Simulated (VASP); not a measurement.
Wanted: the native input for a VASP 6.6.1 run.

| Property | Result |
| --- | --- |
| Task | electric field gradients |
| Functional | PBE |
| Potentials or basis | VASP PAW PBE potentials, release 64 (O) |
| Cutoff | 520 eV |
| k mesh | 12 × 12 × 12 |
| Occupations | fermi-dirac, width 0.01 eV |
| Spin | no spin polarisation |
| Dipole correction | no |
| Further INCAR settings | ALGO = Normal; EDIFF = 1e-08; NBANDS = 13 |

The structure of O lies in POSCAR:

```
O
1.0
    0.0000000000      2.1510092115      3.2110560000
    1.5088346506      0.0000000000      3.2110560000
    1.5088346506      2.1510092115      0.0000000000
O
2
Direct
    0.0871000000      0.0871000000      0.9129000000
    0.9129000000      0.9129000000      0.0871000000
```

This cell differs from its parent crystal: z stretched by -4 % at fixed volume.

The input as run:

INCAR

```
SYSTEM = O
PREC = Accurate
ENCUT = 520
EDIFF = 1E-8
ISMEAR = -1
SIGMA = 0.01
LREAL = .False.
LASPH = .True.
NELM = 80
ALGO = Normal
ISIF = 2
LWAVE = .False.
LCHARG = .False.
GGA = PE
LEFG = .True.
NBANDS = 13
```

KPOINTS

```
regular mesh
0
Gamma
  12 12 12
  0 0 0
```

Potentials or basis: VASP PAW PBE potentials, release 64 (O).

The run is started by

```sh
$ cat potpaw_PBE.64/O/POTCAR > POTCAR
$ mpirun -np 1 vasp_std > vasp.out
```

Results of the run:

The pressure is 35.9 GPa. The largest force is 12.092 eV/Å. The band gap on the k mesh is zero (band 6 reaches 2.99 eV, above the bottom of band 7 at 1.33 eV).

Caveat: the standard files for N, O and F lose accuracy on very short bonds; spin is off for a triplet molecule; without QUAD_EFG the Cq values of the log hold for a quadrupole moment of 1 mb, not for the nuclei; forces of over 1 eV/Å act on the atoms, so gaps and moduli don't describe the material at rest.

Run time: 64 s on 1 thread of Oxide Virtual Turin-like Processor, on a shared host, peak memory 0.14 GiB.
